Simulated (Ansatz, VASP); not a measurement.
**One calculation of Zn, two programs**

The input INCAR:

```
SYSTEM = Zn
PREC = Accurate
ENCUT = 520
EDIFF = 1E-6
ISMEAR = 0
SIGMA = 0.1
LREAL = .FALSE.
LASPH = .TRUE.
NELM = 100
ALGO = Normal
ISIF = 2
LWAVE = .FALSE.
LCHARG = .FALSE.
GGA = PE
NBANDS = 25
```

Contents of KPOINTS:

```
regular mesh
0
G
  6 6 2
  0 0 0
```

The input POSCAR:

```
Zn
1.0
    2.2681701736     -1.3084870100      0.0000000000
    2.2681701736      1.3084870100      0.0000000000
   -1.5917165425      0.0000000000      7.3004081919
Zn
3
Direct
    0.5730000000      0.1340000000      0.8520000000
    0.7949821400      0.3559821400      1.5174950200
    1.3510178600      0.9120178600      1.1865049800
```

Input for Ansatz:

```yaml
crystal:
  lattice:
    - [2.2681701736, -1.30848701, 0.0]
    - [2.2681701736, 1.30848701, 0.0]
    - [-1.5917165425, 0.0, 7.3004081919]
  atoms:
    - { symbol: Zn, position: [0.573, 0.134, 0.852] }
    - { symbol: Zn, position: [0.79498214, 0.35598214, 1.51749502] }
    - { symbol: Zn, position: [1.35101786, 0.91201786, 1.18650498] }
basis:
  ecutwfc: 420
kpoints:
  mp_grid: { grid: [6, 6, 2] }
hamiltonian:
  xc: pbe
scf:
  occupations: { method: gaussian, width: 0.1 }
output:
  forces: true
  stress: true
  eigenvalues: true
```

Alike in both runs: task single point; functional PBE; k mesh 6 × 6 × 2; occupations gaussian, width 0.1 eV; no spin polarisation.

|  | VASP | Ansatz |
| --- | --- | --- |
| version | VASP 6.6.1 | Ansatz 0.2.0 |
| potentials or method | VASP PAW PBE potentials, release 64 (Zn), cutoff 520 eV | scalar-relativistic, plane waves, PAW |
| valence electrons in the cell | 36 | 36 |

```tsv
	VASP	Ansatz	Ansatz less VASP
gap on the k mesh at the Fermi level (eV)	none	none	-
pressure (GPa)	5.1	4.7	-0.40
traceless stress, the component that is largest in VASP (GPa)	-1.06	-1.04	+0.025
rms of the force components (eV/Å)	0.013	0.012	-0.0006
```

Atom by atom the forces differ by 0.001 eV/Å (rms over components). A gap of «none» marks a metal or a gap that the smearing closes.

The k mesh is coarse, so the values compare programs but aren't converged.
